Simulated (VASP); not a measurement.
# Cu (P6_3/mmc) in VASP: settings compared

Cu is run at these levels: PBEsol, PBE; tasks: single point.

All numbers are computed with VASP 6.6.1; they aren't measurements. Logs are shortened: lines on timing, memory, paths and dates and some standing lists are left out, and cuts for length are marked.

**1. The cell of the first run**

The structure is hexagonal, space group P6_3/mmc (No. 194). The conventional cell has a = 2.415 Å, b = 2.415 Å, c = 3.939 Å, α = 90.00°, β = 90.00°, γ = 120.00°. Cu (site symmetry -6m2) has 12 Cu at 2.41 to 2.42 Å within 3.2 Å.

This isn't the form of Cu at room conditions, which is fcc.

**2. Single point, PBEsol**

Input file INCAR:

```
PREC = Accurate
ENCUT = 820
EDIFF = 1E-6
ISMEAR = -1
SIGMA = 0.05
LREAL = F
LASPH = T
NELM = 120
ALGO = Normal
ISIF = 2
LWAVE = F
LCHARG = F
GGA = PS
NBANDS = 26
GGA_COMPAT = F
```

Input file KPOINTS:

```
Automatic mesh
0
Gamma
  12 12 7
```

Input file POSCAR:

```
Cu
1.0
    2.4151026252      0.0000000000      0.0000000000
   -1.2075513126      2.0915402261      0.0000000000
    0.0000000000      0.0000000000      3.9390817018
Cu
2
Direct
    0.6666666667      0.3333333333      0.7500000000
    0.3333333333      0.6666666667      0.2500000000
```

Potentials or basis: VASP PAW PBE potentials, release 64 (Cu_sv_GW).

Command:

```sh
$ cat potpaw_PBE.64/Cu_sv_GW/POTCAR > POTCAR
$ mpirun -np 1 vasp_std > vasp.out
```

OUTCAR:

```text
PREC = Accurate
   ENCUT = 820
   EDIFF = 1E-6
   ISMEAR = -1
   LREAL = F
   LASPH = T
   NELM = 120
   ISIF = 2
   GGA = PS

 ion  position               nearest neighbor table
   1  0.667  0.333  0.750-   2 2.41   2 2.41   2 2.41   2 2.41   2 2.41   2 2.41
   2  0.333  0.667  0.250-   1 2.41   1 2.41   1 2.41   1 2.41   1 2.41   1 2.41

  LATTYP: Found a hexagonal cell.
 ALAT       =     2.4151026252
 C/A-ratio  =     1.6310204215

  Lattice vectors:

 A1 = (   2.4151026252,   0.0000000000,   0.0000000000)
 A2 = (  -1.2075513126,   2.0915402261,   0.0000000000)
 A3 = (   0.0000000000,   0.0000000000,   3.9390817018)

Analysis of symmetry for initial positions (statically):
=====================================================================
 Subroutine PRICEL returns:
 Original cell was already a primitive cell.

 Routine SETGRP: Setting up the symmetry group for a
 hexagonal supercell.

 Subroutine GETGRP returns: Found 24 space group operations
 (whereof 12 operations were pure point group operations)
 out of a pool of 24 trial point group operations.

The static configuration has the point symmetry D_3d.
 The point group associated with its full space group is D_6h.

Analysis of symmetry for dynamics (positions and initial velocities):
=====================================================================
 Subroutine PRICEL returns:
 Original cell was already a primitive cell.

 Routine SETGRP: Setting up the symmetry group for a
 hexagonal supercell.

 Subroutine GETGRP returns: Found 24 space group operations
 (whereof 12 operations were pure point group operations)
 out of a pool of 24 trial point group operations.

The dynamic configuration has the point symmetry D_3d.
 The point group associated with its full space group is D_6h.

 Subroutine INISYM returns: Found 24 space group operations
 (whereof 12 operations are pure point group operations),
 and found     1 'primitive' translations

----------------------------------------------------------------------------------------

                                     Primitive cell

  volume of cell :      19.8974

  direct lattice vectors                    reciprocal lattice vectors
     2.415102625  0.000000000  0.000000000     0.414061079  0.239058276  0.000000000
    -1.207551313  2.091540226  0.000000000     0.000000000  0.478116551  0.000000000
     0.000000000  0.000000000  3.939081702     0.000000000  0.000000000  0.253866275

  length of vectors
     2.415102625  2.415102625  3.939081702     0.478116551  0.478116551  0.253866275

  position of ions in fractional coordinates (direct lattice)
     0.666666667  0.333333333  0.750000000
     0.333333333  0.666666667  0.250000000

  ion indices of the primitive-cell ions
   primitive index   ion index
                 1           1
                 2           2

----------------------------------------------------------------------------------------

 KPOINTS: Automatic mesh

Automatic generation of k-mesh.
 Grid dimensions read from file:
 generate k-points for:   12   12    7

 Generating k-lattice:

  Cartesian coordinates                     Fractional coordinates (reciprocal lattice)
     0.034505090  0.019921523  0.000000000     0.083333333 -0.000000000  0.000000000
     0.000000000  0.039843046  0.000000000     0.000000000  0.083333333  0.000000000
     0.000000000  0.000000000  0.036266611     0.000000000  0.000000000  0.142857143

  Length of vectors
     0.039843046  0.039843046  0.036266611

  Shift w.r.t. Gamma in fractional coordinates (k-lattice)
     0.000000000  0.000000000  0.000000000

 Subroutine IBZKPT returns following result:
 ===========================================

 Found     76 irreducible k-points:

 Following reciprocal coordinates:
            Coordinates               Weight
  0.000000  0.000000  0.000000      1.000000
  0.083333  0.000000  0.000000      6.000000
  0.166667  0.000000  0.000000      6.000000
  0.250000  0.000000  0.000000      6.000000
  0.333333  0.000000  0.000000      6.000000
  0.416667 -0.000000  0.000000      6.000000
[... 16 lines left out ...]
  0.250000  0.000000  0.142857     12.000000
  0.333333  0.000000  0.142857     12.000000
 [... further k-points ...]
   k-points           NKPTS =     76   k-points in BZ     NKDIM =     76   number of bands    NBANDS=     26
   number of dos      NEDOS =    301   number of ions     NIONS =      2
   total plane-waves  NPLWV =  23040
   dimension x,y,z NGX =    24 NGY =   24 NGZ =   40
   dimension x,y,z NGXF=    48 NGYF=   48 NGZF=   80
   ions per type =               2
   NGX,Y,Z   is equivalent  to a cutoff of  16.52, 16.52, 16.88 a.u.
   NGXF,Y,Z  is equivalent  to a cutoff of  33.04, 33.04, 33.76 a.u.
 SYSTEM =  unknown system
   PREC   = accura    normal or accurate (medium, high low for compatibility)
   ISTART =      0    job   : 0-new  1-cont  2-samecut
   ICHARG =      2    charge: 1-file 2-atom 10-const
   ISPIN  =      1    spin polarized calculation?
   LNONCOLLINEAR =      F non collinear calculations
   LSORBIT =      F    spin-orbit coupling
   LASPH  =      T    aspherical Exc in radial PAW
   ENCUT  =  820.0 eV  60.27 Ry    7.76 a.u.   5.64  5.64  9.20*2*pi/ulx,y,z
   NELM   =    120;   NELMIN=  2; NELMDL= -5     # of ELM steps
   EDIFF  = 0.1E-05   stopping-criterion for ELM
   LREAL  =      F    real-space projection
   EDIFFG = 0.1E-04   stopping-criterion for IOM
   NSW    =      0    number of steps for IOM
   IBRION =     -1    ionic relax: 0-MD 1-quasi-New 2-CG
   NFREE  =      0    steps in history (QN), initial steepest desc. (CG)
   ISIF   =      2    stress and relaxation
   ISYM   =      2    0-nonsym 1-usesym 2-fastsym
   POTIM  = 0.5000    time-step for ionic-motion
   TEBEG  =    0.0;   TEEND  =   0.0 temperature during run
   PSTRESS=    0.0 pullay stress
   NELECT =      38.0000    total number of electrons
   NUPDOWN=      -1.0000    fix difference up-down
   EMIN   =  10.00;   EMAX   =-10.00  energy-range for DOS
   EFERMI =   0.00;   METHOD = LEGACY
   ISMEAR =    -1;   SIGMA  =   0.05  broadening in eV -4-tet -1-fermi 0-gaus
   EFERMI_NEDOS =   21; number of points for ismear=-14 and -15
   IALGO  =     38    algorithm
   IMIX   =      4    mixing-type and parameters
     AMIX     =   0.40;   BMIX     =  1.00
     AMIX_MAG =   1.60;   BMIX_MAG =  1.00
  volume/ion in A,a.u.               =       9.95        67.14
  Fermi-wavevector in a.u.,A,eV,Ry     =   2.031127  3.838274 56.130525  4.125477
  Thomas-Fermi vector in A             =   3.038942
   LORBIT       =      0    0 simple, 1 ext, 2 COOP (PROOUT), +10 PAW based schemes
   GGA     = PS    functional components
   LHFCALC =     F    Hartree Fock is set to
   AEXX    =    0.0000 exact exchange contribution
   IVDW    =     0    specifies the selected vdW correction
   LEPSILON=     F    determine dielectric tensor
   LRPA    =     F    only Hartree local field effects (RPA)
 non-spin polarized calculation
  energy-cutoff  :      820.00
  volume of cell :       19.90
 maximum number of plane-waves:      1099
 NGX is ok and might be reduce to    24
   NGX = 11   NGY = 11   NGZ = 19

 number of electron      38.0000016 magnetization

 Free energy of the ion-electron system (eV)
  ---------------------------------------------------
  ext. energy  EPLUGINS =         0.00000000
  ---------------------------------------------------
  free energy    TOTEN  =        -8.51530319 eV

  energy without entropy =       -8.50781424  energy(sigma->0) =       -8.51155871

 E-fermi :   9.6862     XC(G=0): -14.6972

 val. band max:        9.6343263450   @ k =   0.2500   0.0000   0.2857
 cond. band min:       9.7034896530   @ k =   0.5000   0.0000   0.0000
 fundamental gap:      0.0691633079
 Fermi energy:         9.6862061501

 k-point     1 :       0.0000    0.0000    0.0000
  band No.  band energies     occupation
      1    -103.0110      2.00000
      2    -102.9787      2.00000
      3     -60.6275      2.00000
      4     -60.4503      2.00000
      5     -60.4503      2.00000
      6     -60.4193      2.00000
[... 18 lines left out ...]
     25      35.5865      0.00000
     26      35.6552      0.00000

 k-point     2 :       0.0833    0.0000    0.0000
  band No.  band energies     occupation
      1    -103.0089      2.00000
      2    -102.9775      2.00000
      3     -60.6226      2.00000
      4     -60.4602      2.00000
      5     -60.4535      2.00000
      6     -60.4301      2.00000
[... 18 lines left out ...]
     25      35.7435      0.00000
     26      36.3993      0.00000

 k-point     3 :       0.1667    0.0000    0.0000
  band No.  band energies     occupation
      1    -103.0035      2.00000
      2    -102.9749      2.00000
      3     -60.6094      2.00000
      4     -60.4889      2.00000
      5     -60.4624      2.00000
      6     -60.4595      2.00000
[... 18 lines left out ...]
     25      33.2666      0.00000
     26      36.0580      0.00000

 k-point     4 :       0.2500    0.0000    0.0000
  band No.  band energies     occupation
      1    -102.9959      2.00000
      2    -102.9718      2.00000
      3     -60.5897      2.00000
      4     -60.5286      2.00000
      5     -60.4993      2.00000
      6     -60.4745      2.00000
[... 18 lines left out ...]
     25      29.7743      0.00000
     26      33.3194      0.00000
[... 496 lines left out ...]
      1    -103.0021      2.00000
      2    -102.9763      2.00000
      3     -60.6017      2.00000
      4     -60.4863      2.00000
      5     -60.4657      2.00000
      6     -60.4605      2.00000
[... 18 lines left out ...]
     25      32.6093      0.00000
     26      34.6028      0.00000

 k-point    23 :       0.2500    0.0000    0.1429
  band No.  band energies     occupation
      1    -102.9947      2.00000
      2    -102.9730      2.00000
      3     -60.5872      2.00000
      4     -60.5228      2.00000
      5     -60.5049      2.00000
      6     -60.4724      2.00000
[... 18 lines left out ...]
     25      30.9030      0.00000
     26      33.9582      0.00000

 k-point    24 :       0.3333    0.0000    0.1429
  band No.  band energies     occupation
      1    -102.9868      2.00000
      2    -102.9701      2.00000
      3     -60.5849      2.00000
      4     -60.5492      2.00000
      5     -60.5384      2.00000
      6     -60.4842      2.00000
[... 18 lines left out ...]
     25      28.8034      0.00000
     26      31.9861      0.00000

 [... further k-points ...]

------------------------ aborting loop because EDIFF is reached ----------------------------------------

  FORCE on cell =-STRESS in cart. coord.  units (eV):
  Direction    XX          YY          ZZ          XY          YZ          ZX
  --------------------------------------------------------------------------------------
  -------------------------------------------------------------------------------------
  Total        3.5289529      3.5289529      3.5306457      0.0000000      0.0000000      0.0000000
  in kB      284.1578405    284.1578405    284.2941451      0.0000000      0.0000000      0.0000000
  external PRESSURE =     284.2032754 kB  Pullay stress =       0.0000000 kB

 VOLUME and BASIS-vectors are now :
 -----------------------------------------------------------------------------
  energy-cutoff  :      820.00
  volume of cell :       19.90
      direct lattice vectors                 reciprocal lattice vectors
     2.415102625  0.000000000  0.000000000     0.414061079  0.239058276  0.000000000
    -1.207551313  2.091540226  0.000000000     0.000000000  0.478116551  0.000000000
     0.000000000  0.000000000  3.939081702     0.000000000  0.000000000  0.253866275

 POSITION                                       TOTAL-FORCE (eV/Angst)
 -----------------------------------------------------------------------------------
      1.20755      0.69718      2.95431         0.000000     -0.000000      0.000000
     -0.00000      1.39436      0.98477         0.000000      0.000000      0.000000
 -----------------------------------------------------------------------------------
    total drift:                               -0.000000      0.000000     -0.000000

  FREE ENERGIE OF THE ION-ELECTRON SYSTEM (eV)
  ---------------------------------------------------
  free  energy   TOTEN  =        -8.5153031892 eV

  energy  without entropy=       -8.5078142375  energy(sigma->0) =       -8.51155871
```

It took 1.9 min on 1 thread of AMD EPYC 7R43 (Zen 3), shared host; peak memory 0.18 GiB.

What came out:

- Free energy: -8.5153 eV
- Pressure: 28.4 GPa
- Band gap on the k mesh: zero (bands 19 and 20 overlap by 6.50 eV)

Caveat: the cell stands under pressure; the PAW data sets were made with another functional, which shifts forces and pressure a little.

**3. Single point, PBEsol**

This run uses another cell than the first one, of 10.98 Å³/atom.

Input file INCAR:

```
SYSTEM = Cu
ALGO = Normal
EDIFF = 1E-6
ENCUT = 820
GGA = PS
GGA_COMPAT = .FALSE.
ISIF = 2
ISMEAR = -1
LASPH = .TRUE.
LCHARG = .FALSE.
LREAL = .FALSE.
LWAVE = .FALSE.
NBANDS = 26
NELM = 120
PREC = Accurate
SIGMA = 0.05
```

Input file KPOINTS:

```
k-points
0
G
  12 12 7
  0 0 0
```

Input file POSCAR:

```
Cu
1.0
    2.4998479218      0.0000000000      0.0000000000
   -1.2499239609      2.1649318059      0.0000000000
    0.0000000000      0.0000000000      4.0569889027
Cu
2
Direct
    0.6666666667      0.3333333333      0.7500000000
    0.3333333333      0.6666666667      0.2500000000
```

Potentials or basis: VASP PAW PBE potentials, release 64 (Cu_sv_GW).

Command:

```sh
$ cat potpaw_PBE.64/Cu_sv_GW/POTCAR > POTCAR
$ mpirun -np 1 vasp_std > vasp.out
```

Run time: 40 s. Hardware: 1 thread of Intel Xeon 6975P-C (Granite Rapids), shared host; peak memory 0.22 GiB.

Results (log left out):

- Free energy: -8.7315 eV
- Pressure: 4.0 GPa
- Band gap on the k mesh: zero (bands 19 and 20 overlap by 6.03 eV)

Stress tensor (GPa, compression positive):
```
3.76 0.00 0.00
0.00 3.76 0.00
0.00 0.00 4.47
```

Levels at points of the mesh, in eV from the Fermi level:
```tsv
k point	band 17	band 18	band 19	band 20	band 21	band 22
(0.00, 0.00, 0.00)	-2.58	-1.72	-1.72	-1.21	4.25	21.88
(0.50, 0.00, 0.00)	-1.55	-1.50	0.02	1.71	8.11	8.58
```

Caveat: the cell stands under pressure; the PAW data sets were made with another functional, which shifts forces and pressure a little.

(Part 1 of 2 ends here.)

The gap in the log of VASP goes by the Fermi energy; the results here count the filled bands.